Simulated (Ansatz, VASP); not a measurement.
One calculation of ZnO, two programs

Contents of INCAR:

```
SYSTEM = ZnO
PREC = Accurate
ENCUT = 520
EDIFF = 1E-7
ISMEAR = 0
SIGMA = 0.05
LREAL = .FALSE.
LASPH = .TRUE.
NELM = 100
ALGO = Normal
ISIF = 2
LWAVE = .FALSE.
LCHARG = .FALSE.
GGA = PE
IVDW = 12
NBANDS = 26
```

Contents of KPOINTS:

```
Automatic mesh
0
G
  9 9 4
  0 0 0
```

The input POSCAR:

```
ZnO
1.0
    3.3866061734      0.0000000000      0.0000000000
   -1.6933030867      2.9328869788      0.0000000000
    0.0000000000      0.0000000000      7.1304413500
Zn O
2 2
Direct
    0.0000000000      0.0000000000      0.7500000000
    0.0000000000      0.0000000000      0.2500000000
    0.3333333333      0.6666666667      0.2500000000
    0.6666666667      0.3333333333      0.7500000000
```

Input for Ansatz:

```yaml
crystal:
  lattice:
    - [3.3866061734, 0.0, 0.0]
    - [-1.6933030867, 2.9328869788, 0.0]
    - [0.0, 0.0, 7.13044135]
  atoms:
    - { symbol: Zn, position: [0.0, 0.0, 0.75] }
    - { symbol: Zn, position: [0.0, 0.0, 0.25] }
    - { symbol: O, position: [0.3333333333, 0.6666666667, 0.25] }
    - { symbol: O, position: [0.6666666667, 0.3333333333, 0.75] }
basis:
  ecutwfc: 420
kpoints:
  mp_grid: { grid: [9, 9, 4] }
hamiltonian:
  xc: pbe
  dispersion: d3bj
scf:
  occupations: { method: gaussian, width: 0.05 }
output:
  forces: true
  stress: true
  eigenvalues: true
```

Change from the starting cell: strain +0.030 along x and y, +0.000 along z, atoms carried along.

Alike in both runs: task single point; functional PBE; dispersion D3(BJ); k mesh 9 × 9 × 4; occupations gaussian, width 0.05 eV; no spin polarisation.

|  | VASP | Ansatz |
| --- | --- | --- |
| version | VASP 6.6.1 | Ansatz 0.2.0 |
| potentials or method | VASP PAW PBE potentials, release 64 (Zn, O), cutoff 520 eV | scalar-relativistic, plane waves, PAW |
| valence electrons in the cell | 36 | 36 |

Ansatz gave:

* gap on the k mesh at the Fermi level (eV): 0.77
* least direct gap on the mesh (eV): 0.77
* pressure (GPa): -8.7
* traceless stress, the component that is largest in VASP (GPa): 7.27

Estimate VASP's values.

gap on the k mesh at the Fermi level (eV): 0.76; least direct gap on the mesh (eV): 0.76; pressure (GPa): -8.1; traceless stress, the component that is largest in VASP (GPa): 6.64.
